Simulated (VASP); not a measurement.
# BN (Cmcm) in VASP: a series of runs, part 2 of 2

VASP 6.6.1.

### Step 3. Single point, PBE

This run uses another cell than the first one: it holds 36 atoms, not 4.

File INCAR:

```
ALGO = Normal ; EDIFF = 1E-6
ENCUT = 700 ; GGA = PE
GGA_COMPAT = F ; ISIF = 2
ISMEAR = 0 ; ISYM = -1
LASPH = T ; LCHARG = F
LREAL = Auto ; LWAVE = F
NBANDS = 96 ; NELM = 120
PREC = Accurate ; SIGMA = 0.01
```

File KPOINTS:

```
explicit points
1
Reciprocal
  0.25000000   0.25000000   0.25000000 1
```

File POSCAR:

```
BN
1.0
    7.4650312809      0.0000000000      0.0000000000
   -3.7325156404      6.4649067293      0.0000000000
    0.0000000000      0.0000000000      6.4954828800
B N
18 18
Direct
    0.1111968464      0.2221364869      0.2500000000
    0.2221364869      0.1111968464      0.7500000000
    0.1111968464      0.5554698202      0.2500000000
    0.2221364869      0.4445301798      0.7500000000
    0.1111968464      0.8888031536      0.2500000000
    0.2221364869      0.7778635131      0.7500000000
    0.4445301798      0.2221364869      0.2500000000
    0.5554698202      0.1111968464      0.7500000000
    0.4445301798      0.5554698202      0.2500000000
    0.5554698202      0.4445301798      0.7500000000
    0.4445301798      0.8888031536      0.2500000000
    0.5554698202      0.7778635131      0.7500000000
    0.7778635131      0.2221364869      0.2500000000
    0.8888031536      0.1111968464      0.7500000000
    0.7778635131      0.5554698202      0.2500000000
    0.8888031536      0.4445301798      0.7500000000
    0.7778635131      0.8888031536      0.2500000000
    0.8888031536      0.7778635131      0.7500000000
    0.1114069253      0.2219264080      0.7500000000
    0.2219264080      0.1114069253      0.2500000000
    0.1114069253      0.5552597413      0.7500000000
    0.2219264080      0.4447402587      0.2500000000
    0.1114069253      0.8885930747      0.7500000000
    0.2219264080      0.7780735920      0.2500000000
    0.4447402587      0.2219264080      0.7500000000
    0.5552597413      0.1114069253      0.2500000000
    0.4447402587      0.5552597413      0.7500000000
    0.5552597413      0.4447402587      0.2500000000
    0.4447402587      0.8885930747      0.7500000000
    0.5552597413      0.7780735920      0.2500000000
    0.7780735920      0.2219264080      0.7500000000
    0.8885930747      0.1114069253      0.2500000000
    0.7780735920      0.5552597413      0.7500000000
    0.8885930747      0.4447402587      0.2500000000
    0.7780735920      0.8885930747      0.7500000000
    0.8885930747      0.7780735920      0.2500000000
```

Potentials or basis: VASP PAW PBE potentials, release 64 (B, N).

Run with:

```bash
> cat potpaw_PBE.64/B/POTCAR potpaw_PBE.64/N/POTCAR > POTCAR
> mpirun -np 1 vasp_std > vasp.out
```

OUTCAR:

```text
EDIFF = 1E-6
   ENCUT = 700
   GGA = PE
   ISIF = 2
   ISMEAR = 0
   ISYM = -1
   LASPH = T
   LREAL = Auto
   NELM = 120
   PREC = Accurate

 ion  position               nearest neighbor table
   1  0.111  0.222  0.250-  20 1.43  32 1.44  22 1.44
   2  0.222  0.111  0.750-  19 1.43  23 1.44  25 1.44
   3  0.111  0.555  0.250-  22 1.43  34 1.44  24 1.44
   4  0.222  0.445  0.750-  21 1.43  19 1.44  27 1.44
   5  0.111  0.889  0.250-  24 1.43  20 1.44  36 1.44
   6  0.222  0.778  0.750-  23 1.43  21 1.44  29 1.44
[... 28 lines left out ...]
  35  0.778  0.889  0.750-  18 1.43  14 1.44  12 1.44
  36  0.889  0.778  0.250-  17 1.43   5 1.44  15 1.44

IMPORTANT INFORMATION: All symmetrisations will be switched off!
NOSYMM: (Re-)initialisation of all symmetry stuff for point group C_1.

----------------------------------------------------------------------------------------

                                     Primitive cell

  volume of cell :     313.4768

  direct lattice vectors                    reciprocal lattice vectors
     7.465031281  0.000000000  0.000000000     0.133957912  0.077340636  0.000000000
    -3.732515640  6.464906729  0.000000000     0.000000000  0.154681273  0.000000000
     0.000000000  0.000000000  6.495482880     0.000000000  0.000000000  0.153953142

  length of vectors
     7.465031281  7.465031281  6.495482880     0.154681273  0.154681273  0.153953142

  position of ions in fractional coordinates (direct lattice)
     0.111196846  0.222136487  0.250000000
     0.222136487  0.111196846  0.750000000
     0.111196846  0.555469820  0.250000000
     0.222136487  0.444530180  0.750000000
     0.111196846  0.888803154  0.250000000
     0.222136487  0.777863513  0.750000000
[... 28 lines left out ...]
     0.778073592  0.888593075  0.750000000
     0.888593075  0.778073592  0.250000000

  ion indices of the primitive-cell ions
   primitive index   ion index
                 1           1
                 2           2
                 3           3
                 4           4
[... 86 lines left out ...]
   LORBIT       =      0    0 simple, 1 ext, 2 COOP (PROOUT), +10 PAW based schemes
   GGA     = PE    functional components
   LHFCALC =     F    Hartree Fock is set to
   AEXX    =    0.0000 exact exchange contribution
   IVDW    =     0    specifies the selected vdW correction
   LEPSILON=     F    determine dielectric tensor
   LRPA    =     F    only Hartree local field effects (RPA)
 non-spin polarized calculation
 Gauss-broadening in eV      SIGMA  =   0.01
  energy-cutoff  :      700.00
  volume of cell :      313.48
 maximum number of plane-waves:     13214
 NGX is ok and might be reduce to    64

 number of electron     144.0000012 magnetization

 Free energy of the ion-electron system (eV)
  ---------------------------------------------------
  ext. energy  EPLUGINS =         0.00000000
  ---------------------------------------------------
  free energy    TOTEN  =      -316.70695415 eV

  energy without entropy =     -316.70695415  energy(sigma->0) =     -316.70695415

 E-fermi :   2.3896     XC(G=0): -10.2550

 val. band max:        2.2874685326   @ k =   0.2500   0.2500   0.2500
 cond. band min:       7.0828765561   @ k =   0.2500   0.2500   0.2500
 fundamental gap:      4.7954080235
 Fermi energy:         2.3896066985

 k-point     1 :       0.2500    0.2500    0.2500
  band No.  band energies     occupation
      1     -14.9518      2.00000
      2     -14.7193      2.00000
      3     -14.4254      2.00000
      4     -14.4254      2.00000
      5     -14.2086      2.00000
      6     -14.2086      2.00000
[... 76 lines left out ...]
     83       9.3381      0.00000
     84       9.7140      0.00000
 [bands above 84 left out]

------------------------ aborting loop because EDIFF is reached ----------------------------------------

  FORCE on cell =-STRESS in cart. coord.  units (eV):
  Direction    XX          YY          ZZ          XY          YZ          ZX
  --------------------------------------------------------------------------------------
  -------------------------------------------------------------------------------------
  Total       21.7317703     22.0531884      6.8765263      0.2784146     -0.1076547     -0.0621490
  in kB      111.0709150    112.7136810     35.1458743      1.4229750     -0.5502221     -0.3176431
  external PRESSURE =      86.3101568 kB  Pullay stress =       0.0000000 kB

 VOLUME and BASIS-vectors are now :
 -----------------------------------------------------------------------------
  energy-cutoff  :      700.00
  volume of cell :      313.48
      direct lattice vectors                 reciprocal lattice vectors
     7.465031281  0.000000000  0.000000000     0.133957912  0.077340636  0.000000000
    -3.732515640  6.464906729  0.000000000     0.000000000  0.154681273  0.000000000
     0.000000000  0.000000000  6.495482880     0.000000000  0.000000000  0.153953142

 POSITION                                       TOTAL-FORCE (eV/Angst)
 -----------------------------------------------------------------------------------
      0.00096      1.43609      1.62387        -0.000788     -0.001931      0.000001
      1.24321      0.71888      4.87161        -0.001270     -0.001636      0.000002
     -1.24321      3.59106      1.62387        -0.000948     -0.000341     -0.000001
     -0.00096      2.87385      4.87161         0.000013     -0.001021     -0.000001
     -2.48738      5.74603      1.62387        -0.002124      0.001231     -0.000001
     -1.24513      5.02882      4.87161        -0.000936      0.000531     -0.000001
[... 28 lines left out ...]
      2.49166      5.74467      4.87161         0.002672      0.002423     -0.000006
      3.72920      5.03017      1.62387         0.000754      0.003515      0.000000
 -----------------------------------------------------------------------------------
    total drift:                               -0.000000      0.000011     -0.000002

  FREE ENERGIE OF THE ION-ELECTRON SYSTEM (eV)
  ---------------------------------------------------
  free  energy   TOTEN  =      -316.7069541517 eV

  energy  without entropy=     -316.7069541517  energy(sigma->0) =     -316.70695415
```

stdout:

```text
POSCAR found type information on POSCAR B N
 POSCAR found :  2 types and      36 ions
 scaLAPACK will be used
 LDA part: xc-table for (Slater+PW92), standard interpolation
 POSCAR, INCAR and KPOINTS ok, starting setup
 FFT: planning ... GRIDC
 FFT: planning ... GRID_SOFT
 FFT: planning ... GRID
 WAVECAR not read
 entering main loop
```

Wall time 3.5 min (1 thread of Intel Xeon 8259CL, shared host); peak memory 0.48 GiB.

Results:

- Free energy: -316.7070 eV
- Pressure: 8.6 GPa
- Largest force: 0.004 eV/Å
- Band gap on the k mesh: 4.80 eV

Forces in eV/Å, atoms in the order of the input:
```
B   -0.001 -0.002  0.000
B   -0.001 -0.002  0.000
B   -0.001  0.000  0.000
B    0.000 -0.001  0.000
B   -0.002  0.001  0.000
B   -0.001  0.001  0.000
B   -0.001 -0.001  0.000
B    0.000 -0.001  0.000
B    0.000  0.000  0.000
B    0.000  0.000  0.000
B    0.000  0.001  0.000
B    0.001  0.000  0.000
B    0.001 -0.001  0.000
B    0.002 -0.001  0.000
B    0.000  0.001  0.000
B    0.001  0.000  0.000
B    0.001  0.002  0.000
B    0.001  0.002  0.000
N   -0.001 -0.004  0.000
N   -0.003 -0.002  0.000
N   -0.002 -0.001  0.000
N   -0.001  0.000  0.000
N   -0.002  0.001  0.000
N    0.000  0.000  0.000
N    0.000 -0.001  0.000
N    0.000 -0.002  0.000
N    0.001 -0.001  0.000
N   -0.001  0.001  0.000
N    0.000  0.002  0.000
N    0.000  0.001  0.000
N    0.000  0.000  0.000
N    0.002 -0.001  0.000
N    0.001  0.000  0.000
N    0.002  0.001  0.000
N    0.003  0.002  0.000
N    0.001  0.004  0.000
```

Levels at points of the mesh, in eV from the valence-band top:
```csv
k point,band 70,band 71,band 72,band 73,band 74,band 75
"(0.25, 0.25, 0.25)",-0.33,-0.33,0.00,4.80,4.89,4.89
```

Caveat: the stress differs along the axes, from 4 to 11 GPa; a shifted mesh leaves out Γ, where band edges can lie; this functional lacks dispersion, which binds layers or chains, so the pressure and a relaxed spacing across them are unreliable. A k mesh can miss the band edges.
